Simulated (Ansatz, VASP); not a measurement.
## One calculation of SrTiO3, two programs

The input INCAR:

```
SYSTEM = SrTiO3
PREC = Accurate
ENCUT = 600
EDIFF = 1E-6
ISMEAR = -1
SIGMA = 0.05
LREAL = .FALSE.
LASPH = .TRUE.
NELM = 120
ALGO = Normal
ISIF = 2
LWAVE = .FALSE.
LCHARG = .FALSE.
GGA = PE
NBANDS = 28
GGA_COMPAT = .FALSE.
```

The input KPOINTS:

```
Automatic mesh
0
G
  7 7 7
  0 0 0
```

Contents of POSCAR:

```
SrTiO3
1.0
    3.7878500000      0.0000000000      0.0000000000
    0.0000000000      3.7878500000      0.0000000000
    0.0000000000      0.0000000000      3.9050000000
Sr Ti O
1 1 3
Direct
    0.0000000000      0.0000000000      0.0000000000
    0.5000000000      0.5000000000      0.5000000000
    0.0000000000      0.5000000000      0.5000000000
    0.5000000000      0.0000000000      0.5000000000
    0.5000000000      0.5000000000      0.0000000000
```

Input for Ansatz:

```yaml
crystal:
  lattice:
    - [3.78785, 0.0, 0.0]
    - [0.0, 3.78785, 0.0]
    - [0.0, 0.0, 3.905]
  atoms:
    - { symbol: Sr, position: [0.0, 0.0, 0.0] }
    - { symbol: Ti, position: [0.5, 0.5, 0.5] }
    - { symbol: O, position: [0.0, 0.5, 0.5] }
    - { symbol: O, position: [0.5, 0.0, 0.5] }
    - { symbol: O, position: [0.5, 0.5, 0.0] }
kpoints:
  mp_grid: { grid: [7, 7, 7] }
  band_path:
    path:
      - [0.0, 0.0, 0.0]
      - [0.0, 0.5, 0.0]
      - [0.5, 0.5, 0.0]
      - [0.0, 0.0, 0.0]
      - [0.0, 0.0, 0.5]
      - [0.0, 0.5, 0.5]
      - [0.5, 0.5, 0.5]
      - [0.0, 0.0, 0.5]
      - [0.0, 0.5, 0.0]
    npoints: 5
scf:
  occupations: { method: fermi_dirac, width: 0.05 }
hamiltonian:
  xc: pbe
  pseudopotentials: { kind: all_electron, lapw: { basis_error: 0.001 } }
output:
  forces: true
  stress: true
  eigenvalues: true
```

Change from the starting cell: equal xx and yy strain of -3 %.

Alike in both runs: task single point; functional PBE; k mesh 7 × 7 × 7; occupations fermi-dirac, width 0.05 eV; no spin polarisation.

```csv
,VASP,Ansatz
version,VASP 6.6.1,Ansatz 0.2.0
potentials or method,"VASP PAW PBE potentials, release 64 (Sr_sv, Ti_sv, O), cutoff 600 eV","all-electron LAPW, scalar-relativistic"
```

Ansatz gave:

- gap on the k mesh at the Fermi level (eV): 2.03
- pressure (GPa): 17.7
- traceless stress, the component that is largest in VASP (GPa): -6.11

Question: Estimate VASP's values.

Answer: gap on the k mesh at the Fermi level (eV): 2.01; pressure (GPa): 18.3; traceless stress, the component that is largest in VASP (GPa): -6.21.

Ansatz ran all-electron here, and VASP with PAW potentials.
